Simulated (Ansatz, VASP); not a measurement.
## Two plane-wave programs on BP

File POSCAR:

```
BP
1.0
    0.0000000000      2.2690000000      2.2690000000
    2.2690000000      0.0000000000      2.2690000000
    2.2690000000      2.2690000000      0.0000000000
P B
1 1
Direct
    0.7500000000      0.7500000000      0.7500000000
    0.0000000000      0.0000000000      0.0000000000
```

Contents of INCAR.step1:

```
SYSTEM = BP
  PREC = Accurate
  ENCUT = 520
  EDIFF = 1E-5
  ISMEAR = 0
  SIGMA = 0.15
  LREAL = .False.
  LASPH = .True.
  NELM = 150
  ALGO = Normal
  ISIF = 2
  LWAVE = .True.
  LCHARG = .False.
  ISPIN = 2
  MAGMOM = 0.11 0
  LORBIT = 11
  GGA = PE
  NBANDS = 15
```

The input INCAR.step2:

```
SYSTEM = BP
  PREC = Accurate
  ENCUT = 520
  EDIFF = 1E-6
  ISMEAR = 0
  SIGMA = 0.15
  LREAL = .False.
  LASPH = .True.
  NELM = 150
  ALGO = Normal
  ISIF = 2
  LWAVE = .False.
  LCHARG = .False.
  ISPIN = 2
  MAGMOM = 0.11 0
  LORBIT = 11
  GGA = PE
  LHFCALC = .True.
  AEXX = 0.25
  HFSCREEN = 0.3
  PRECFOCK = Normal
  ISTART = 1
  NBANDS = 15
```

The input KPOINTS:

```
regular mesh
0
Gamma
  5 5 5
  0 0 0
```

File input.yaml:

```yaml
crystal:
  lattice:
    - [0.0, 2.269, 2.269]
    - [2.269, 0.0, 2.269]
    - [2.269, 2.269, 0.0]
  atoms:
    - { symbol: P, position: [0.75, 0.75, 0.75], spin: 0.11 }
    - { symbol: B, position: [0.0, 0.0, 0.0] }
hamiltonian:
  xc: { exchange: pbe, correlation: pbe, exx: { coeff: 0.25, omega: 0.3 } }
  pseudopotentials: { kind: nc, source: spms }
magnetization:
  spin_polarized: true
kpoints:
  mp_grid: { grid: [5, 5, 5] }
scf:
  occupations: { method: gaussian, width: 0.15 }
output:
  forces: true
  stress: true
  eigenvalues: true
  write_density: true
  write_potential: true
  elf: true
  volumetric_format: npy
```

Alike in both runs: functional PBE-based screened hybrid; k mesh 5 × 5 × 5; occupations gaussian, width 0.15 eV; collinear spin.

|  | VASP | Ansatz |
| --- | --- | --- |
| version | VASP 6.6.1 | Ansatz 0.2.0 |
| potentials or method | VASP PAW PBE potentials, release 64 (P, B) | SPMS NC |
| plane-wave cutoff (eV) | 520 | 789 |
| valence electrons in the cell | 8 | 8 |
| task | single point | electrostatic potential |

|  | VASP | Ansatz | Ansatz less VASP |
| --- | --- | --- | --- |
| gap on the k mesh at the Fermi level (eV) | 1.79 | 1.80 | +0.006 |
| least direct gap on the mesh (eV) | 4.15 | 4.15 | 0.000 |
| pressure (GPa) | -1.5 | -0.6 | +0.96 |
| net moment per atom (μB) | 0.00 | 0.00 | 0.000 |

VASP's potentials were made for PBE, not for PBE-based screened hybrid. With one functional, cell and mesh, what is left measures potentials, basis and numerics.

The k mesh is coarse, so the values compare programs but aren't converged. Noted on Ansatz's run: odd divisions of the mesh miss points on the zone boundary, where band edges often lie, so the gap on the mesh can be too wide.
